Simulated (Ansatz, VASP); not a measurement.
**Au: VASP beside Ansatz**

```
CELL_PARAMETERS angstrom
0.00000 1.99436 2.09664
1.99436 0.00000 2.09664
1.99436 1.99436 0.00000
ATOMIC_POSITIONS crystal
Au 0.00000 0.00000 0.00000
```

Change from the starting cell: strain -0.025 along x and y, +0.025 along z, atoms carried along.

Alike in both runs: task single point; functional PBEsol; k mesh 20 × 20 × 20; occupations gaussian, width 0.15 eV; no spin polarisation.

|  | VASP | Ansatz |
| --- | --- | --- |
| version | VASP 6.6.1 | Ansatz 0.2.0 |
| potentials or method | VASP PAW PBE potentials, release 64 (Au), cutoff 520 eV | scalar-relativistic, plane waves, PAW |
| valence electrons in the cell | 11 | 19 |

```tsv
	VASP	Ansatz	Ansatz less VASP
gap on the k mesh at the Fermi level (eV)	none	none	-
pressure (GPa)	3.6	3.8	+0.24
traceless stress, the component that is largest in VASP (GPa)	-1.33	-1.32	+0.009
```

VASP's potentials were made for PBE, not for PBEsol. A gap of «none» marks a metal or a gap that the smearing closes. The functional is the same, so the differences come from potentials, cutoffs and numerics. VASP's potentials hold 11 valence electrons a cell and Ansatz's 19, so a difference there can come from the potentials and not from the codes.

Spin-orbit coupling is off throughout.
